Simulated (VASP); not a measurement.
Here is a VASP 6.6.1 calculation.

File INCAR:

```
PREC = Accurate ; ENCUT = 520
EDIFF = 1E-6 ; ISMEAR = -1
SIGMA = 0.02 ; LREAL = F
LASPH = T ; NELM = 100
ALGO = Normal ; ISIF = 2
LWAVE = F ; LCHARG = F
GGA = PE ; NBANDS = 12
```

KPOINTS

```
Automatic mesh
0
Gamma
  10 10 10
```

POSCAR

```
LiF
1.0
    2.5162584438     -0.0042776394      0.0000000000
   -0.0042776394      2.5162584438      0.0000000000
    0.0000000000      0.0000000000      2.5162584438
Li F
1 1
Direct
    0.0000000000      0.0000000000      0.0000000000
    0.5000000000      0.5000000000      0.5000000000
```

Potentials or basis: VASP PAW PBE potentials, release 64 (Li_sv, F).

Launch:

```bash
$ cat potpaw_PBE.64/Li_sv/POTCAR potpaw_PBE.64/F/POTCAR > POTCAR
$ mpirun -np 1 vasp_std > vasp.out
```

Problem. Estimate the band gap on the k mesh.

Solution. 7.95 eV (least direct gap 8.66 eV).

Caveat: the cell differs from its parent crystal (shear xy strain -0.3%). A k mesh can miss the band edges.
